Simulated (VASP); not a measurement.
# CdTe (P4/nmm) in VASP: further runs, part 2 of 2

VASP 6.6.1. Earlier steps stand in the parts before.

### Step 3. Single point, PBE

This run uses another cell than the first one, of 44.11 Å³/atom, 1.155 times its volume.

Input file INCAR:

```
  PREC = Accurate
  ENCUT = 520
  EDIFF = 1E-7
  ISMEAR = 0
  SIGMA = 0.1
  LREAL = F
  LASPH = T
  NELM = 60
  ALGO = Normal
  ISIF = 2
  LWAVE = F
  LCHARG = F
  GGA = PE
  NBANDS = 26
```

Input file KPOINTS:

```
Automatic mesh
0
Gamma
  4 4 4
```

Input file POSCAR:

```
CdTe
1.0
    4.9969590800      0.0000000000      0.0000000000
    0.0000000000      4.9969590800      0.0000000000
    0.0000000000      0.0000000000      7.0667672900
Cd Te
2 2
Direct
    0.0000000000      0.0000000000      0.0000000000
    0.5000000000      0.5000000000      0.0000000000
    0.5000000000      0.0000000000      0.7500000000
    0.0000000000      0.5000000000      0.2500000000
```

Potentials or basis: VASP PAW PBE potentials, release 64 (Cd, Te).

Started as:

```sh
> cat potpaw_PBE.64/Cd/POTCAR potpaw_PBE.64/Te/POTCAR > POTCAR
> mpirun -np 1 vasp_std > vasp.out
```

It took 38 s on 1 thread of Intel Xeon 6975P-C (Granite Rapids), shared host; peak memory 0.31 GiB.

Results (log left out):

```yaml
Free_energy: -8.8208 eV
Pressure: -3.1 GPa
Largest_force: 0.734 eV/Å
Band_gap_on_the_k_mesh: 0.63 eV, direct
```

Forces in eV/Å, atoms in the order of the input:
```
Cd   0.000  0.000  0.000
Cd   0.000  0.000  0.000
Te   0.000  0.000  0.734
Te   0.000  0.000 -0.734
```

Stress tensor (GPa, compression positive):
```
-3.40  0.00  0.00
 0.00 -3.40  0.00
 0.00  0.00 -2.54
```

Levels at points of the mesh, in eV from the valence-band top:
| k point | band 14 | band 15 | band 16 | band 17 | band 18 | band 19 | band 20 | band 21 | band 22 | band 23 |
| --- | --- | --- | --- | --- | --- | --- | --- | --- | --- | --- |
| (0.00, 0.00, 0.00) | -1.45 | -1.45 | -0.06 | -0.06 | 0.00 | 0.63 | 1.38 | 2.81 | 4.57 | 4.57 |
| (0.50, 0.00, 0.00) | -3.29 | -0.96 | -0.96 | -0.60 | -0.60 | 2.23 | 2.23 | 4.71 | 4.71 | 5.16 |
| (0.50, 0.50, 0.00) | -3.41 | -1.38 | -1.38 | -1.25 | -1.25 | 2.54 | 2.54 | 3.11 | 3.11 | 7.76 |
| (0.00, 0.00, 0.50) | -1.33 | -1.33 | -0.67 | -0.26 | -0.26 | 0.66 | 2.53 | 2.95 | 4.23 | 4.93 |
| (0.50, 0.00, 0.50) | -3.47 | -0.59 | -0.59 | -0.48 | -0.48 | 1.67 | 1.67 | 4.80 | 4.80 | 4.88 |
| (0.50, 0.50, 0.50) | -3.32 | -1.55 | -1.55 | -1.50 | -1.50 | 3.24 | 3.24 | 3.94 | 3.94 | 6.64 |

Caveat: spin-orbit coupling is left out, which moves the levels of the heavy elements.

### Step 4. Single point, PBE

This run uses another cell than the first one, of 35.89 Å³/atom, 0.940 times its volume.

Input file INCAR:

```
PREC     = Accurate       # precision mode
ENCUT    = 520            # plane-wave cutoff, eV
EDIFF    = 1E-6           # SCF threshold, eV
ISMEAR   = 0              # smearing method
SIGMA    = 0.02           # smearing width, eV
LREAL    = False          # projectors in reciprocal space
LASPH    = True           # aspherical terms in the spheres
NELM     = 100            # most SCF steps
ALGO     = Normal         # electronic algorithm
ISIF     = 2              # what is computed and relaxed
LWAVE    = False          # write WAVECAR
LCHARG   = False          # write CHGCAR
GGA      = PE             # functional
NBANDS   = 26             # bands
```

Input file KPOINTS:

```
regular mesh
0
Gamma
  6 6 4
```

Input file POSCAR:

```
CdTe
1.0
    4.7022808726      0.0000000000      0.0000000000
    0.0000000000      4.7022808726      0.0000000000
    0.0000000000      0.0000000000      6.4934483091
Cd Te
2 2
Direct
    0.0000000000      0.0000000000      0.0000000000
    0.5000000000      0.5000000000      0.0000000000
    0.5000000000      0.0000000000      0.7305277160
    0.0000000000      0.5000000000      0.2694722840
```

Potentials or basis: VASP PAW PBE potentials, release 64 (Cd, Te).

Started as:

```sh
> cat potpaw_PBE.64/Cd/POTCAR potpaw_PBE.64/Te/POTCAR > POTCAR
> mpirun -np 1 vasp_std > vasp.out
```

OUTCAR:

```text
PREC = Accurate
   ENCUT = 520
   EDIFF = 1E-6
   ISMEAR = 0
   LREAL = False
   LASPH = True
   NELM = 100
   ISIF = 2
   GGA = PE

 ion  position               nearest neighbor table
   1  0.000  0.000  0.000-   3 2.93   4 2.93   4 2.93   3 2.93   2 3.33   2 3.33   2 3.33   2 3.33

   2  0.500  0.500  0.000-   3 2.93   4 2.93   3 2.93   4 2.93   1 3.33   1 3.33   1 3.33   1 3.33

   3  0.500  0.000  0.731-   1 2.93   2 2.93   2 2.93   1 2.93
   4  0.000  0.500  0.269-   1 2.93   2 2.93   1 2.93   2 2.93

[... 892 lines left out ...]
     26       9.3645      0.00000

 [... further k-points ...]
[... 5 lines left out ...]
  --------------------------------------------------------------------------------------
  -------------------------------------------------------------------------------------
  Total        0.1261555      0.1261555      0.1338521      0.0000000      0.0000000      0.0000000
  in kB        1.4077458      1.4077458      1.4936305      0.0000000      0.0000000      0.0000000
  external PRESSURE =       1.4363740 kB  Pullay stress =       0.0000000 kB

 VOLUME and BASIS-vectors are now :
 -----------------------------------------------------------------------------
  energy-cutoff  :      520.00
  volume of cell :      143.58
      direct lattice vectors                 reciprocal lattice vectors
     4.702280873  0.000000000  0.000000000     0.212662754  0.000000000  0.000000000
     0.000000000  4.702280873  0.000000000     0.000000000  0.212662754  0.000000000
     0.000000000  0.000000000  6.493448309     0.000000000  0.000000000  0.154001380

 POSITION                                       TOTAL-FORCE (eV/Angst)
 -----------------------------------------------------------------------------------
      0.00000      0.00000      0.00000         0.000000     -0.000000      0.000000
      2.35114      2.35114      0.00000         0.000000      0.000000      0.000000
      2.35114      0.00000      4.74364         0.000000     -0.000000     -0.041261
      0.00000      2.35114      1.74980         0.000000     -0.000000      0.041261
 -----------------------------------------------------------------------------------
    total drift:                                0.000000      0.000000     -0.000000

  FREE ENERGIE OF THE ION-ELECTRON SYSTEM (eV)
  ---------------------------------------------------
  free  energy   TOTEN  =        -9.1143476292 eV

  energy  without entropy=       -9.1143476292  energy(sigma->0) =       -9.11434763
```

stdout:

```text
POSCAR found type information on POSCAR CdTe
 POSCAR found :  2 types and       4 ions
 scaLAPACK will be used
 LDA part: xc-table for (Slater+PW92), standard interpolation
 POSCAR, INCAR and KPOINTS ok, starting setup
 FFT: planning ... GRIDC
 FFT: planning ... GRID_SOFT
 FFT: planning ... GRID
 WAVECAR not read
 entering main loop
```

Run time: 41 s. Hardware: 1 thread of Intel Xeon 6975P-C (Granite Rapids), shared host; peak memory 0.3 GiB.

Results:

```yaml
Free_energy: -9.1143 eV
Pressure: 0.1 GPa
Largest_force: 0.041 eV/Å
Band_gap_on_the_k_mesh: 0.92 eV, direct
```

Forces on the atoms (eV/Å):
```
Cd   0.000  0.000  0.000
Cd   0.000  0.000  0.000
Te   0.000  0.000 -0.041
Te   0.000  0.000  0.041
```

Caveat: spin-orbit coupling is left out, which moves the levels of the heavy elements.

### Step 5. Overview

| cell | k mesh | smearing | gap on the mesh (eV) | pressure (GPa) | largest force (eV/Å) |
| --- | --- | --- | --- | --- | --- |
| a = 4.692, b = 4.692, c = 6.942 Å, 4 atoms | 4 × 4 × 4 | gaussian 0.1 eV | 1.05 | 0.1 | 0.02 |
| a = 4.997, b = 4.997, c = 7.067 Å, 4 atoms | 4 × 4 × 4 | gaussian 0.1 eV | 0.63 | -3.1 | 0.73 |
| a = 4.702, b = 4.702, c = 6.493 Å, 4 atoms | 6 × 6 × 4 | gaussian 0.02 eV | 0.92 | 0.1 | 0.04 |

Alike in all rows: task single point; level PBE; potentials or basis VASP PAW PBE potentials, release 64 (Cd, Te); no spin polarisation; cutoff (eV) 520.

Caveats: spin-orbit coupling is left out, which moves the levels of the heavy elements.

Total energies depend on the potentials used, so only differences within one code and one set of settings carry meaning.
